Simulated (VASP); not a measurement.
# Sb (Cmmm) in VASP: a series of runs, part 2 of 2

VASP 6.6.1. Earlier steps stand in the parts before.

## 4. Single point, PBEsol (strain +0.0375 x Voigt [0, 0, 0, 1, 0, 0])

Contents of INCAR:

```
SYSTEM = Sb
ALGO = Normal
EDIFF = 1E-7
ENCUT = 520
GGA = PS
ISIF = 2
ISMEAR = 0
LASPH = .True.
LCHARG = .False.
LREAL = .False.
LWAVE = .False.
NBANDS = 8
NELM = 60
PREC = Accurate
SIGMA = 0.15
```

Contents of KPOINTS:

```
k-points
0
Gamma
  16 16 16
  0 0 0
```

Contents of POSCAR:

```
Sb
1.0
    3.1600000000      0.0000000000      0.0000000000
    0.0000000000      3.1600000000      0.0592500000
    0.0000000000      0.0592500000      3.1600000000
Sb
1
Direct
    0.0000000000      0.0000000000      0.0000000000
```

Potentials or basis: VASP PAW PBE potentials, release 64 (Sb).

On the command line:

```bash
$ cat potpaw_PBE.64/Sb/POTCAR > POTCAR
$ mpirun -np 1 vasp_std > vasp.out
```

OUTCAR:

```text
SYSTEM = Sb
   EDIFF = 1E-7
   ENCUT = 520
   GGA = PS
   ISIF = 2
   ISMEAR = 0
   LASPH = .True.
   LREAL = .False.
   NELM = 60
   PREC = Accurate

 ion  position               nearest neighbor table
   1  0.000  0.000  0.000-

  LATTYP: Found a base centered orthorhombic cell.
 ALAT       =     4.3851227035
 B/A-ratio  =     1.0382165605
 C/A-ratio  =     0.7206183757

  Lattice vectors:

 A1 = (   0.0000000000,  -0.0592500000,  -3.1600000000)
 A2 = (   0.0000000000,   3.1600000000,   0.0592500000)
 A3 = (   3.1600000000,   0.0000000000,   0.0000000000)

Analysis of symmetry for initial positions (statically):
=====================================================================
 Subroutine PRICEL returns:
 Original cell was already a primitive cell.

 Routine SETGRP: Setting up the symmetry group for a
 base centered orthorhombic supercell.

 Subroutine GETGRP returns: Found  8 space group operations
 (whereof  8 operations were pure point group operations)
 out of a pool of  8 trial point group operations.

The static configuration has the point symmetry D_2h.

Analysis of symmetry for dynamics (positions and initial velocities):
=====================================================================
 Subroutine PRICEL returns:
 Original cell was already a primitive cell.

 Routine SETGRP: Setting up the symmetry group for a
 base centered orthorhombic supercell.

 Subroutine GETGRP returns: Found  8 space group operations
 (whereof  8 operations were pure point group operations)
 out of a pool of  8 trial point group operations.

The dynamic configuration has the point symmetry D_2h.

 Subroutine INISYM returns: Found  8 space group operations
 (whereof  8 operations are pure point group operations),
 and found     1 'primitive' translations

----------------------------------------------------------------------------------------

                                     Primitive cell

  volume of cell :      31.5434

  direct lattice vectors                    reciprocal lattice vectors
     3.160000000  0.000000000  0.000000000     0.316455696  0.000000000  0.000000000
     0.000000000  3.160000000  0.059250000     0.000000000  0.316566989 -0.005935631
     0.000000000  0.059250000  3.160000000     0.000000000 -0.005935631  0.316566989

  length of vectors
     3.160000000  3.160555420  3.160555420     0.316455696  0.316622631  0.316622631

  position of ions in fractional coordinates (direct lattice)
     0.000000000  0.000000000  0.000000000

  ion indices of the primitive-cell ions
   primitive index   ion index
                 1           1

----------------------------------------------------------------------------------------

 KPOINTS: k-points

Automatic generation of k-mesh.
 Grid dimensions read from file:
 generate k-points for:   16   16   16

 Generating k-lattice:

  Cartesian coordinates                     Fractional coordinates (reciprocal lattice)
     0.019778481  0.000000000  0.000000000     0.062500000  0.000000000  0.000000000
     0.000000000  0.019785437 -0.000370977     0.000000000  0.062500000  0.000000000
     0.000000000 -0.000370977  0.019785437     0.000000000  0.000000000  0.062500000

  Length of vectors
     0.019778481  0.019788914  0.019788914

  Shift w.r.t. Gamma in fractional coordinates (k-lattice)
     0.000000000  0.000000000  0.000000000

 Subroutine IBZKPT returns following result:
 ===========================================

 Found    657 irreducible k-points:

 Following reciprocal coordinates:
            Coordinates               Weight
  0.000000  0.000000  0.000000      1.000000
  0.062500  0.000000  0.000000      2.000000
  0.125000  0.000000  0.000000      2.000000
  0.187500  0.000000  0.000000      2.000000
  0.250000  0.000000  0.000000      2.000000
  0.312500  0.000000  0.000000      2.000000
[... 16 lines left out ...]
  0.250000  0.125000 -0.000000      8.000000
  0.312500  0.125000 -0.000000      8.000000
 [... further k-points ...]
   k-points           NKPTS =    657   k-points in BZ     NKDIM =    657   number of bands    NBANDS=      8
   number of dos      NEDOS =    301   number of ions     NIONS =      1
   total plane-waves  NPLWV =  13824
   dimension x,y,z NGX =    24 NGY =   24 NGZ =   24
   dimension x,y,z NGXF=    48 NGYF=   48 NGZF=   48
   ions per type =               1
   NGX,Y,Z   is equivalent  to a cutoff of  12.63, 12.62, 12.62 a.u.
   NGXF,Y,Z  is equivalent  to a cutoff of  25.25, 25.25, 25.25 a.u.
 SYSTEM =  Sb
   PREC   = accura    normal or accurate (medium, high low for compatibility)
   ISTART =      0    job   : 0-new  1-cont  2-samecut
   ICHARG =      2    charge: 1-file 2-atom 10-const
   ISPIN  =      1    spin polarized calculation?
   LNONCOLLINEAR =      F non collinear calculations
   LSORBIT =      F    spin-orbit coupling
   LASPH  =      T    aspherical Exc in radial PAW
   ENCUT  =  520.0 eV  38.22 Ry    6.18 a.u.   5.88  5.88  5.88*2*pi/ulx,y,z
   NELM   =     60;   NELMIN=  2; NELMDL= -5     # of ELM steps
   EDIFF  = 0.1E-06   stopping-criterion for ELM
   LREAL  =      F    real-space projection
   EDIFFG = 0.1E-05   stopping-criterion for IOM
   NSW    =      0    number of steps for IOM
   IBRION =     -1    ionic relax: 0-MD 1-quasi-New 2-CG
   NFREE  =      0    steps in history (QN), initial steepest desc. (CG)
   ISIF   =      2    stress and relaxation
   ISYM   =      2    0-nonsym 1-usesym 2-fastsym
   POTIM  = 0.5000    time-step for ionic-motion
   TEBEG  =    0.0;   TEEND  =   0.0 temperature during run
   PSTRESS=    0.0 pullay stress
   NELECT =       5.0000    total number of electrons
   NUPDOWN=      -1.0000    fix difference up-down
   EMIN   =  10.00;   EMAX   =-10.00  energy-range for DOS
   EFERMI =   0.00;   METHOD = LEGACY
   ISMEAR =     0;   SIGMA  =   0.15  broadening in eV -4-tet -1-fermi 0-gaus
   EFERMI_NEDOS =   21; number of points for ismear=-14 and -15
   IALGO  =     38    algorithm
   IMIX   =      4    mixing-type and parameters
     AMIX     =   0.40;   BMIX     =  1.00
     AMIX_MAG =   1.60;   BMIX_MAG =  1.00
  volume/ion in A,a.u.               =      31.54       212.87
  Fermi-wavevector in a.u.,A,eV,Ry     =   0.885990  1.674278 10.680270  0.784978
  Thomas-Fermi vector in A             =   2.007096
   LORBIT       =      0    0 simple, 1 ext, 2 COOP (PROOUT), +10 PAW based schemes
   GGA     = PS    functional components
   LHFCALC =     F    Hartree Fock is set to
   AEXX    =    0.0000 exact exchange contribution
   IVDW    =     0    specifies the selected vdW correction
   LEPSILON=     F    determine dielectric tensor
   LRPA    =     F    only Hartree local field effects (RPA)
 non-spin polarized calculation
 Gauss-broadening in eV      SIGMA  =   0.15
  energy-cutoff  :      520.00
  volume of cell :       31.54
 maximum number of plane-waves:       872
 NGX is ok and might be reduce to    24
   NGX = 11   NGY = 11   NGZ = 11

 number of electron       5.0000001 magnetization

 Free energy of the ion-electron system (eV)
  ---------------------------------------------------
  ext. energy  EPLUGINS =         0.00000000
  ---------------------------------------------------
  free energy    TOTEN  =        -4.48703395 eV

  energy without entropy =       -4.48102681  energy(sigma->0) =       -4.48403038

 E-fermi :   6.2932     XC(G=0):  -9.5217

 val. band max:        6.2921025586   @ k =   0.0625  -0.4375   0.2500
 cond. band min:       6.2992555976   @ k =   0.3125   0.3750   0.3125
 fundamental gap:      0.0071530390
 Fermi energy:         6.2932057267

 k-point     1 :       0.0000    0.0000    0.0000
  band No.  band energies     occupation
      1      -5.6808      2.00000
      2       9.3461      0.00000
      3       9.4192      0.00000
      4       9.5131      0.00000
      5      13.1968      0.00000
      6      13.2109      0.00000
      7      14.1057      0.00000
      8      23.6022      0.00000
[... 243 lines left out ...]
 k-point    24 :       0.3125    0.1250   -0.0000
  band No.  band energies     occupation
      1      -4.2231      2.00000
      2       3.3858      2.00000
      3       8.5150      0.00000
      4      10.7534      0.00000
      5      14.7302      0.00000
      6      15.7706      0.00000
      7      17.5483      0.00000
      8      19.2084      0.00000

 [... further k-points ...]

------------------------ aborting loop because EDIFF is reached ----------------------------------------

  FORCE on cell =-STRESS in cart. coord.  units (eV):
  Direction    XX          YY          ZZ          XY          YZ          ZX
  --------------------------------------------------------------------------------------
  -------------------------------------------------------------------------------------
  Total       -0.9553059     -0.9557742     -0.9557742      0.0000000     -0.1128879      0.0000000
  in kB      -48.5226469    -48.5464350    -48.5464350      0.0000000     -5.7338916      0.0000000
  external PRESSURE =     -48.5385056 kB  Pullay stress =       0.0000000 kB

 VOLUME and BASIS-vectors are now :
 -----------------------------------------------------------------------------
  energy-cutoff  :      520.00
  volume of cell :       31.54
      direct lattice vectors                 reciprocal lattice vectors
     3.160000000  0.000000000  0.000000000     0.316455696  0.000000000  0.000000000
     0.000000000  3.160000000  0.059250000     0.000000000  0.316566989 -0.005935631
     0.000000000  0.059250000  3.160000000     0.000000000 -0.005935631  0.316566989

 POSITION                                       TOTAL-FORCE (eV/Angst)
 -----------------------------------------------------------------------------------
      0.00000      0.00000      0.00000         0.000000     -0.000000      0.000000
 -----------------------------------------------------------------------------------
    total drift:                                0.000000     -0.000000      0.000000

  FREE ENERGIE OF THE ION-ELECTRON SYSTEM (eV)
  ---------------------------------------------------
  free  energy   TOTEN  =        -4.4870339491 eV

  energy  without entropy=       -4.4810268127  energy(sigma->0) =       -4.48403038
```

It took 2.2 min on 1 thread of AMD EPYC 7R13, shared host; peak memory 0.24 GiB.

Results:

| Property | Result |
| --- | --- |
| Free energy | -4.4870 eV |
| Pressure | -4.9 GPa |
| Band gap on the k mesh | zero (an odd number of electrons rules out a gap without spin polarisation) |

Stress tensor (GPa, compression positive):
```
-4.85  0.00  0.00
 0.00 -4.85 -0.57
 0.00 -0.57 -4.85
```

Caveat: the cell differs from its parent crystal (strain +0.0375 x Voigt [0, 0, 0, 1, 0, 0]); the cell stands under tension; the PAW data sets were made with another functional, which shifts forces and pressure a little; spin-orbit coupling is left out, which moves the levels of the heavy elements.

## 5. Single point, PBEsol (strain +0.0225 x Voigt [0, 0, 0, 1, 0, 0])

Contents of INCAR:

```
SYSTEM = Sb
PREC = Accurate
ENCUT = 520
EDIFF = 1E-6
ISMEAR = 0
SIGMA = 0.15
LREAL = .False.
LASPH = .True.
NELM = 100
ALGO = Normal
ISIF = 2
LWAVE = .False.
LCHARG = .False.
GGA = PS
NBANDS = 8
```

Contents of KPOINTS:

```
Automatic mesh
0
Gamma
  16 16 16
  0 0 0
```

Contents of POSCAR:

```
Sb
1.0
    3.1600000000      0.0000000000      0.0000000000
    0.0000000000      3.1600000000      0.0355500000
    0.0000000000      0.0355500000      3.1600000000
Sb
1
Direct
    0.0000000000      0.0000000000      0.0000000000
```

On the command line:

```bash
$ cat potpaw_PBE.64/Sb/POTCAR > POTCAR
$ mpirun -np 1 vasp_std > vasp.out
```

Run time: 1.9 min. Hardware: 1 thread of AMD EPYC 7R13, shared host; peak memory 0.25 GiB.

Results (log left out):

```
Free energy            : -4.4882 eV
Pressure               : -4.9 GPa
Band gap on the k mesh : zero (an odd number of electrons rules out a gap without spin polarisation)
```

Stress tensor (GPa, compression positive):
```
-4.86  0.00  0.00
 0.00 -4.86 -0.36
 0.00 -0.36 -4.86
```

Levels at points of the mesh, in eV from the Fermi level:
```tsv
k point	band 1	band 2	band 3	band 4	band 5	band 6
(0.00, 0.00, 0.00)	-11.97	3.08	3.13	3.18	6.90	6.91
(0.50, 0.00, 0.00)	-9.75	-5.21	4.91	5.01	8.92	10.37
(0.00, 0.50, 0.00)	-9.75	-5.21	4.94	4.96	8.90	10.38
(0.50, 0.50, 0.00)	-7.41	-3.28	-3.28	2.33	6.77	12.37
(0.00, 0.50, 0.50)	-7.42	-3.40	-3.16	2.33	6.78	12.45
(0.50, 0.50, 0.50)	-4.86	-1.61	-1.49	-1.37	4.76	4.90
```

Caveat: the cell differs from its parent crystal (strain +0.0225 x Voigt [0, 0, 0, 1, 0, 0]); the cell stands under tension; the PAW data sets were made with another functional, which shifts forces and pressure a little; spin-orbit coupling is left out, which moves the levels of the heavy elements.

## 6. Summary

| cell | gap on the mesh (eV) | pressure (GPa) |
| --- | --- | --- |
| a = 3.160 Å, angles 91.7, 90.0, 90.0°, 1 atom | none | -4.9 |
| a = 3.160 Å, angles 89.1, 90.0, 90.0°, 1 atom | none | -4.9 |
| a = 3.160 Å, angles 87.9, 90.0, 90.0°, 1 atom | none | -4.9 |
| a = 3.160 Å, angles 88.7, 90.0, 90.0°, 1 atom | none | -4.9 |

Alike in all rows: task single point; level PBEsol; potentials or basis VASP PAW PBE potentials, release 64 (Sb); no spin polarisation; k mesh 16 × 16 × 16; cutoff (eV) 520; smearing gaussian 0.15 eV.

Caveats: the cell stands under tension; the PAW data sets were made with another functional, which shifts forces and pressure a little; spin-orbit coupling is left out, which moves the levels of the heavy elements.

Absolute energies hang on the potentials; compare differences alone.

The gap in the log of VASP goes by the Fermi energy; the results here count the filled bands.